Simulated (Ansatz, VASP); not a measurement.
# One calculation of PbS, two programs

```
Pb S
1.0
     0.00000    2.96500    2.87605
     2.96500    0.00000    2.87605
     2.96500    2.96500    0.00000
Pb S
1 1
Direct
  0.00000 0.00000 0.00000
  0.50000 0.50000 0.50000
```

Change from the starting cell: zz strain of -3 %.

Alike in both runs: task single point; functional LDA; k mesh 8 × 8 × 8; occupations fermi-dirac, width 0.01 eV; no spin polarisation.

```csv
,VASP,Ansatz
version,VASP 6.6.1,Ansatz 0.2.0
potentials or method,"VASP PAW LDA potentials, release 64 (Pb_d, S), cutoff 520 eV","all-electron LAPW, scalar-relativistic"
```

VASP gave:

| Property | Result |
| --- | --- |
| pressure (GPa) | -0.6 |
| traceless stress, the component that is largest in VASP (GPa) | 3.00 |

What did Ansatz give for the same quantities?

Pressure (GPa): -0.6; traceless stress, the component that is largest in VASP (GPa): 2.98.

LDA's correlation is that of Perdew and Zunger in VASP and of Perdew and Wang (1992) in Ansatz. Ansatz ran all-electron here, and VASP with PAW potentials.

Neither program's run includes spin-orbit coupling.
